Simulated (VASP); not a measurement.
# PbSe (Fm-3m) in VASP: a series of runs

The runs below take PbSe through single point, with r2SCAN, PBEsol-based global hybrid with 25 % exact exchange.

Everything below comes from runs of VASP 6.6.1. Logs are shortened: lines on timing, memory, paths and dates and some standing lists are left out, and cuts for length are marked.

## Step 1: The cell of the first run

It takes space group Fm-3m (No. 225, cubic). Conventional cell: a = 6.121 Å, b = 6.121 Å, c = 6.121 Å, α = 90.00°, β = 90.00°, γ = 90.00°. Within 4.0 Å of Pb (site symmetry m-3m) lie 6 Se at 3.06 Å. Se (site symmetry m-3m) has 6 Pb at 3.06 Å within 4.0 Å.

## Step 2: Single point, r2SCAN, non-collinear spin, zero start, spin-orbit coupling

The input, POSCAR:

```
PbSe
1.0
    0.0000000000      3.0606500000      3.0606500000
    3.0606500000      0.0000000000      3.0606500000
    3.0606500000      3.0606500000      0.0000000000
Pb Se
1 1
Direct
    0.0000000000      0.0000000000      0.0000000000
    0.5000000000      0.5000000000      0.5000000000
```

The input, INCAR.step1:

```
PREC = Accurate
ENCUT = 520
ISMEAR = -1
SIGMA = 0.05
LREAL = False
LASPH = True
NELM = 150
MAGMOM = 0 0 0 0 0 0
LSORBIT = True
GGA_COMPAT = False
NBANDS = 32
GGA = PE
ALGO = Normal
EDIFF = 1E-4
LWAVE = True
LCHARG = False
```

The input, INCAR.step2:

```
PREC = Accurate
ENCUT = 520
EDIFF = 1E-6
ISMEAR = -1
SIGMA = 0.05
LREAL = False
LASPH = True
NELM = 150
ALGO = Normal
ISIF = 2
LWAVE = False
LCHARG = True
MAGMOM = 0 0 0 0 0 0
LORBIT = 11
LSORBIT = True
GGA_COMPAT = False
LORBMOM = True
METAGGA = R2SCAN
LMIXTAU = True
LVHAR = True
NBANDS = 32
ISTART = 1
```

The input, KPOINTS:

```
regular mesh
0
Gamma
  8 8 8
```

Potentials or basis: VASP PAW PBE potentials, release 64 (Pb_d, Se).

On the command line:

```sh
$ cat potpaw_PBE.64/Pb_d/POTCAR potpaw_PBE.64/Se/POTCAR > POTCAR
$ cp INCAR.step1 INCAR
$ mpirun -np 1 vasp_ncl > vasp.out
$ cp INCAR.step2 INCAR
$ mpirun -np 1 vasp_ncl > vasp.out
```

OUTCAR:

```text
PREC = Accurate
   ENCUT = 520
   EDIFF = 1E-6
   ISMEAR = -1
   LREAL = False
   LASPH = True
   NELM = 150
   ISIF = 2
   LORBIT = 11
   LSORBIT = True
   METAGGA = R2SCAN
   ISTART = 1

 ion  position               nearest neighbor table
   1  0.000  0.000  0.000-   2 3.06   2 3.06   2 3.06   2 3.06   2 3.06   2 3.06
   2  0.500  0.500  0.500-   1 3.06   1 3.06   1 3.06   1 3.06   1 3.06   1 3.06

  LATTYP: Found a face centered cubic cell.
 ALAT       =     6.1213000000

  Lattice vectors:

 A1 = (   0.0000000000,   3.0606500000,   3.0606500000)
 A2 = (   3.0606500000,   0.0000000000,   3.0606500000)
 A3 = (   3.0606500000,   3.0606500000,   0.0000000000)

Analysis of symmetry for initial positions (statically):
=====================================================================
 Subroutine PRICEL returns:
 Original cell was already a primitive cell.

 Routine SETGRP: Setting up the symmetry group for a
 face centered cubic supercell.

 Subroutine GETGRP returns: Found 48 space group operations
 (whereof 48 operations were pure point group operations)
 out of a pool of 48 trial point group operations.

The static configuration has the point symmetry O_h .

Analysis of symmetry for dynamics (positions and initial velocities):
=====================================================================
 Subroutine PRICEL returns:
 Original cell was already a primitive cell.

 Routine SETGRP: Setting up the symmetry group for a
 face centered cubic supercell.

 Subroutine GETGRP returns: Found 48 space group operations
 (whereof 48 operations were pure point group operations)
 out of a pool of 48 trial point group operations.

The dynamic configuration has the point symmetry O_h .

Analysis of structural, dynamic, and magnetic symmetry:
=====================================================================
 Subroutine PRICEL returns:
 Original cell was already a primitive cell.

 Routine SETGRP: Setting up the symmetry group for a
 face centered cubic supercell.

 Subroutine GETGRP returns: Found 48 space group operations
 (whereof 48 operations were pure point group operations)
 out of a pool of 48 trial point group operations.

The overall configuration has the point symmetry O_h .

 Subroutine INISYM returns: Found 48 space group operations
 (whereof 48 operations are pure point group operations),
 and found     1 'primitive' translations

----------------------------------------------------------------------------------------

                                     Primitive cell

  volume of cell :      57.3418

  direct lattice vectors                    reciprocal lattice vectors
     0.000000000  3.060650000  3.060650000    -0.163363991  0.163363991  0.163363991
     3.060650000  0.000000000  3.060650000     0.163363991 -0.163363991  0.163363991
     3.060650000  3.060650000  0.000000000     0.163363991  0.163363991 -0.163363991

  length of vectors
     4.328412740  4.328412740  4.328412740     0.282954733  0.282954733  0.282954733

  position of ions in fractional coordinates (direct lattice)
     0.000000000  0.000000000  0.000000000
     0.500000000  0.500000000  0.500000000

  ion indices of the primitive-cell ions
   primitive index   ion index
                 1           1
                 2           2

----------------------------------------------------------------------------------------

 KPOINTS: regular mesh

Automatic generation of k-mesh.
 Grid dimensions read from file:
 generate k-points for:    8    8    8

 Generating k-lattice:

  Cartesian coordinates                     Fractional coordinates (reciprocal lattice)
    -0.020420499  0.020420499  0.020420499     0.125000000  0.000000000  0.000000000
     0.020420499 -0.020420499  0.020420499     0.000000000  0.125000000  0.000000000
     0.020420499  0.020420499 -0.020420499     0.000000000  0.000000000  0.125000000

  Length of vectors
     0.035369342  0.035369342  0.035369342

  Shift w.r.t. Gamma in fractional coordinates (k-lattice)
     0.000000000  0.000000000  0.000000000

 Subroutine IBZKPT returns following result:
 ===========================================

 Found     29 irreducible k-points:

 Following reciprocal coordinates:
            Coordinates               Weight
  0.000000  0.000000  0.000000      1.000000
  0.125000  0.000000  0.000000      8.000000
  0.250000  0.000000  0.000000      8.000000
  0.375000  0.000000  0.000000      8.000000
  0.500000  0.000000  0.000000      4.000000
[... 41 lines left out ...]
   NSW    =      0    number of steps for IOM
   IBRION =     -1    ionic relax: 0-MD 1-quasi-New 2-CG
   NFREE  =      0    steps in history (QN), initial steepest desc. (CG)
   ISIF   =      2    stress and relaxation
   ISYM   =      2    0-nonsym 1-usesym 2-fastsym
   POTIM  = 0.5000    time-step for ionic-motion
   TEBEG  =    0.0;   TEEND  =   0.0 temperature during run
   PSTRESS=    0.0 pullay stress
   NELECT =      20.0000    total number of electrons
   NUPDOWN=      -1.0000    fix difference up-down
   EMIN   =  10.00;   EMAX   =-10.00  energy-range for DOS
   EFERMI =   0.00;   METHOD = LEGACY
   ISMEAR =    -1;   SIGMA  =   0.05  broadening in eV -4-tet -1-fermi 0-gaus
   EFERMI_NEDOS =   21; number of points for ismear=-14 and -15
   IALGO  =     38    algorithm
   IMIX   =      4    mixing-type and parameters
     AMIX     =   0.40;   BMIX     =  1.00
     AMIX_MAG =   1.60;   BMIX_MAG =  1.00
  volume/ion in A,a.u.               =      28.67       193.48
  Fermi-wavevector in a.u.,A,eV,Ry     =   1.152377  2.177676 18.068159  1.327972
  Thomas-Fermi vector in A             =   2.289028
   LORBIT       =     11    0 simple, 1 ext, 2 COOP (PROOUT), +10 PAW based schemes
   METAGGA = R2SCAN    functional components
   LHFCALC =     F    Hartree Fock is set to
   AEXX    =    0.0000 exact exchange contribution
   IVDW    =     0    specifies the selected vdW correction
   LEPSILON=     F    determine dielectric tensor
   LRPA    =     F    only Hartree local field effects (RPA)
  energy-cutoff  :      520.00
  volume of cell :       57.34
 maximum number of plane-waves:      3144
   NGX = 17   NGY = 17   NGZ = 17

 number of electron      20.0000000 magnetization      -0.0000000     -0.0000000     -0.0000000

 number of electron      20.0000000 magnetization       0.0000000      0.0000000      0.0000000

 number of electron      20.0000000 magnetization       0.0000000      0.0000000     -0.0000000

 number of electron      20.0000000 magnetization       0.0000000     -0.0000000     -0.0000000

 Free energy of the ion-electron system (eV)
  ---------------------------------------------------
  ext. energy  EPLUGINS =         0.00000000
  ---------------------------------------------------
  free energy    TOTEN  =       -72.32920248 eV

  energy without entropy =      -72.32846394  energy(sigma->0) =      -72.32883321

 E-fermi :   4.9908     XC(G=0): -10.0694

 val. band max:        4.9151367730   @ k =   0.5000   0.0000   0.0000
 cond. band min:       5.0664769409   @ k =   0.5000   0.0000   0.0000
 fundamental gap:      0.1513401679
 Fermi energy:         4.9908225428

 k-point     1 :       0.0000    0.0000    0.0000
  band No.  band energies     occupation
      1     -14.0231      1.00000
      2     -14.0231      1.00000
      3     -14.0231      1.00000
      4     -14.0231      1.00000
      5     -11.4581      1.00000
      6     -11.4581      1.00000
[... 829 lines left out ...]
     31      16.2931      0.00000
     32      16.2932      0.00000

 [... further k-points ...]
[... 5 lines left out ...]
  --------------------------------------------------------------------------------------
  -------------------------------------------------------------------------------------
  Total        0.4554675      0.4554675      0.4554675      0.0000000      0.0000000      0.0000000
  in kB       12.7261477     12.7261477     12.7261477      0.0000000      0.0000000      0.0000000
  external PRESSURE =      12.7261477 kB  Pullay stress =       0.0000000 kB

 VOLUME and BASIS-vectors are now :
 -----------------------------------------------------------------------------
  energy-cutoff  :      520.00
  volume of cell :       57.34
      direct lattice vectors                 reciprocal lattice vectors
     0.000000000  3.060650000  3.060650000    -0.163363991  0.163363991  0.163363991
     3.060650000  0.000000000  3.060650000     0.163363991 -0.163363991  0.163363991
     3.060650000  3.060650000  0.000000000     0.163363991  0.163363991 -0.163363991

 POSITION                                       TOTAL-FORCE (eV/Angst)
 -----------------------------------------------------------------------------------
      0.00000      0.00000      0.00000         0.000000     -0.000000     -0.000000
      3.06065      3.06065      3.06065        -0.000000      0.000000      0.000000
 -----------------------------------------------------------------------------------
    total drift:                                0.000000     -0.000000     -0.000000

  FREE ENERGIE OF THE ION-ELECTRON SYSTEM (eV)
  ---------------------------------------------------
  free  energy   TOTEN  =       -72.3292024766 eV

  energy  without entropy=      -72.3284639386  energy(sigma->0) =      -72.32883321

 orbital moment (x)

 # of ion     p       d       tot
 ----------------------------------------
  1         0.000  -0.000  -0.000
  2         0.000   0.000   0.000
 ----------------------------------------
            0.000  -0.000  -0.000

 orbital moment (y)

 # of ion     p       d       tot
 ----------------------------------------
  1         0.000  -0.000  -0.000
  2         0.000   0.000   0.000
 ----------------------------------------
            0.000  -0.000  -0.000

 orbital moment (z)

 # of ion     p       d       tot
 ----------------------------------------
  1         0.000   0.000   0.000
  2         0.000   0.000   0.000
 ----------------------------------------
            0.000   0.000   0.000

 Spin-Orbit-Coupling matrix elements

 Ion:    1  E_soc:     -0.7870144
 l=   1
     0.0000000    -0.0663345    -0.0663345
    -0.0663345     0.0000000    -0.0663345
    -0.0663345    -0.0663345     0.0000000
 l=   2
     0.0000000    -0.0130207     0.0000000    -0.0130207    -0.0518139
    -0.0130207     0.0000000    -0.0388604    -0.0130207    -0.0129535
     0.0000000    -0.0388604     0.0000000    -0.0388604     0.0000000
    -0.0130207    -0.0130207    -0.0388604     0.0000000    -0.0129535
    -0.0518139    -0.0129535     0.0000000    -0.0129535     0.0000000
 l=   3
     0.0000000     0.0000000     0.0000000     0.0000000     0.0000000     0.0000000     0.0000000
     0.0000000     0.0000000     0.0000000     0.0000000     0.0000000     0.0000000     0.0000000
     0.0000000     0.0000000     0.0000000     0.0000000     0.0000000     0.0000000     0.0000000
     0.0000000     0.0000000     0.0000000     0.0000000     0.0000000     0.0000000     0.0000000
     0.0000000     0.0000000     0.0000000     0.0000000     0.0000000     0.0000000     0.0000000
     0.0000000     0.0000000     0.0000000     0.0000000     0.0000000     0.0000000     0.0000000
     0.0000000     0.0000000     0.0000000     0.0000000     0.0000000     0.0000000     0.0000000

 Ion:    2  E_soc:     -0.0457045
 l=   1
     0.0000000    -0.0076314    -0.0076314
    -0.0076314     0.0000000    -0.0076314
    -0.0076314    -0.0076314     0.0000000
 l=   2
     0.0000000    -0.0000017     0.0000000    -0.0000017     0.0000157
    -0.0000017     0.0000000     0.0000117    -0.0000017     0.0000039
     0.0000000     0.0000117     0.0000000     0.0000117     0.0000000
    -0.0000017    -0.0000017     0.0000117     0.0000000     0.0000039
     0.0000157     0.0000039     0.0000000     0.0000039     0.0000000
 l=   3
     0.0000000     0.0000000     0.0000000     0.0000000     0.0000000     0.0000000     0.0000000
     0.0000000     0.0000000     0.0000000     0.0000000     0.0000000     0.0000000     0.0000000
     0.0000000     0.0000000     0.0000000     0.0000000     0.0000000     0.0000000     0.0000000
     0.0000000     0.0000000     0.0000000     0.0000000     0.0000000     0.0000000     0.0000000
     0.0000000     0.0000000     0.0000000     0.0000000     0.0000000     0.0000000     0.0000000
     0.0000000     0.0000000     0.0000000     0.0000000     0.0000000     0.0000000     0.0000000
     0.0000000     0.0000000     0.0000000     0.0000000     0.0000000     0.0000000     0.0000000

 total charge

# of ion       s       p       d       tot
------------------------------------------
    1        1.468   0.538   9.836  11.841
    2        1.465   2.381   0.018   3.863
--------------------------------------------------
tot          2.932   2.919   9.854  15.704

 magnetization (x)

# of ion       s       p       d       tot
------------------------------------------
    1        0.000   0.000   0.000   0.000
    2        0.000   0.000   0.000   0.000
--------------------------------------------------
tot          0.000   0.000   0.000   0.000

 magnetization (y)

# of ion       s       p       d       tot
------------------------------------------
    1        0.000  -0.000   0.000   0.000
    2        0.000   0.000   0.000   0.000
--------------------------------------------------
tot          0.000  -0.000   0.000   0.000

 magnetization (z)

# of ion       s       p       d       tot
------------------------------------------
    1        0.000  -0.000   0.000   0.000
    2        0.000   0.000   0.000   0.000
--------------------------------------------------
tot          0.000  -0.000   0.000   0.000
```

It took 7.4 min on 1 thread of Intel Xeon 6975P-C (Granite Rapids), shared host; peak memory 0.41 GiB.

What came out:

- Free energy: -72.3292 eV
- Pressure: 1.3 GPa
- Net moment: 0.00 μB per cell
- Valence electrons inside the program's atomic spheres: Pb 11.84; Se 3.86

Moments on the atoms (μB; x, y, z):
```
Pb  0.00 0.00 0.00
Se  0.00 0.00 0.00
```

Caveat: the PAW data sets were made with another functional, which shifts forces and pressure a little.

(Part 1 of 2 ends here.)
